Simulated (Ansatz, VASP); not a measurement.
**One calculation of Ba2SeS, two programs**

```xyz
4
Lattice="2.3355 1.3484 7.6292 -2.3355 1.3484 7.6292 0.0000 -2.6968 7.6292" Properties=species:S:1:pos:R:3 pbc="T T T"
S     2.3355    1.3484    7.6292
Se    0.0000    0.0000   11.4438
Ba    0.0000    0.0000    5.7850
Ba    0.0000    0.0000   17.1026
```

Alike in both runs: task single point; functional PBE; k mesh 6 × 6 × 6; no spin polarisation.

|  | VASP | Ansatz |
| --- | --- | --- |
| version | VASP 6.6.1 | Ansatz 0.2.0 |
| potentials or method | VASP PAW PBE potentials, release 64 (S, Se, Ba_sv) | plane waves, PAW |
| plane-wave cutoff (eV) | 520 | 420 |
| occupations | gaussian, width 0.01 eV | fixed |
| valence electrons in the cell | 32 | 42 |

|  | VASP | Ansatz | Ansatz less VASP |
| --- | --- | --- | --- |
| gap on the k mesh at the Fermi level (eV) | 2.04 | 2.12 | +0.083 |
| pressure (GPa) | -0.6 | -1.1 | -0.45 |
| rms of the force components (eV/Å) | 0.004 | 0.004 | 0.0000 |

Atom by atom the forces differ by 0.000 eV/Å (rms over components). VASP's potentials hold 32 valence electrons a cell and Ansatz's 42, so a difference there can come from the potentials and not from the codes.

Spin-orbit coupling is off throughout.
